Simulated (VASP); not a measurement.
# GaN: single point with r2SCAN

GaN:

```
CELL_PARAMETERS angstrom
0.00000 2.31642 2.17306
2.31642 0.00000 2.17306
2.31642 2.31642 0.00000
ATOMIC_POSITIONS crystal
Ga 0.00000 0.00000 0.00000
N 0.25000 0.25000 0.25000
```

This cell differs from its parent crystal: epitaxial xy strain +3.0%.

- Program: VASP 6.6.1
- Task: single point
- Functional: r2SCAN
- Potentials or basis: VASP PAW PBE potentials, release 64 (Ga_d, N)
- Cutoff: 520 eV
- k mesh: 10 × 10 × 10
- Occupations: gaussian, width 0.01 eV
- Spin: no spin polarisation
- Dipole correction: no
- Further INCAR settings: ALGO = Normal; EDIFF = 1e-06; NBANDS = 16

- Pressure: -3.8 GPa
- Band gap on the k mesh: 1.81 eV

Stress tensor (GPa, compression positive):
```
-6.22  0.00  0.00
 0.00 -6.22  0.00
 0.00  0.00  0.97
```

Levels at points of the mesh, in eV from the valence-band top:
| k point | band 6 | band 7 | band 8 | band 9 | band 10 | band 11 | band 12 | band 13 |
| --- | --- | --- | --- | --- | --- | --- | --- | --- |
| (0.00, 0.00, 0.00) | -13.67 | -0.26 | -0.26 | 0.00 | 1.81 | 10.60 | 10.80 | 10.80 |
| (0.50, 0.00, 0.00) | -12.54 | -7.19 | -1.37 | -0.92 | 4.76 | 9.19 | 10.26 | 11.33 |
| (0.50, 0.50, 0.00) | -11.95 | -5.84 | -3.20 | -3.20 | 3.36 | 6.24 | 12.88 | 14.33 |
| (0.50, 0.00, 0.50) | -12.27 | -6.53 | -2.73 | -2.69 | 3.74 | 7.31 | 11.94 | 13.91 |

Run time: 2.2 min on 1 thread of Intel Xeon 8259CL, on a shared host, peak memory 0.17 GiB.

Caveat: the cell differs from its parent crystal (epitaxial xy strain +3.0%); the stress differs along the axes, from -6 to 1 GPa; the structure was generated, so it needn't be the stable form of GaN; the PAW data sets were made with another functional, which shifts forces and pressure a little.
